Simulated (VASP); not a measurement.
**ZrC: single point with PBE**

The system is ZrC.

```
Zr C
1.0
     3.39006    0.00000    0.00000
    -1.69503    2.93588    0.00000
     0.00000    0.00000    3.00785
Zr C
1 1
Direct
  0.00000 0.00000 0.00000
  0.66667 0.33333 0.50000
```

```json
{"Program": "VASP 6.6.1", "Task": "single point", "Functional": "PBE", "Potentials or basis": "VASP PAW PBE potentials, release 64 (Zr_sv, C)", "Cutoff": "520 eV", "k mesh": "12 × 12 × 12", "Occupations": "gaussian, width 0.05 eV", "Spin": "no spin polarisation"}
```

```yaml
Pressure: -14.4 GPa
Band_gap_on_the_k_mesh: zero (bands 8 and 9 overlap by 0.06 eV)
```

Levels at points of the mesh, in eV from the Fermi level:
| k point | band 6 | band 7 | band 8 | band 9 | band 10 | band 11 |
| --- | --- | --- | --- | --- | --- | --- |
| (0.00, 0.00, 0.00) | -1.46 | -1.46 | -1.04 | 1.65 | 4.54 | 4.72 |
| (0.50, 0.00, 0.00) | -3.89 | -0.72 | -0.33 | 0.25 | 4.23 | 4.48 |
| (0.00, 0.00, 0.50) | -4.69 | -0.52 | -0.52 | 1.61 | 1.61 | 4.44 |
| (0.50, 0.00, 0.50) | -3.31 | -2.06 | -1.96 | 1.77 | 4.75 | 5.69 |

Run time: 77 s on 1 thread of Intel Xeon 8259CL (shared host), peak memory 0.19 GiB.

Caveat: the cell stands under tension.
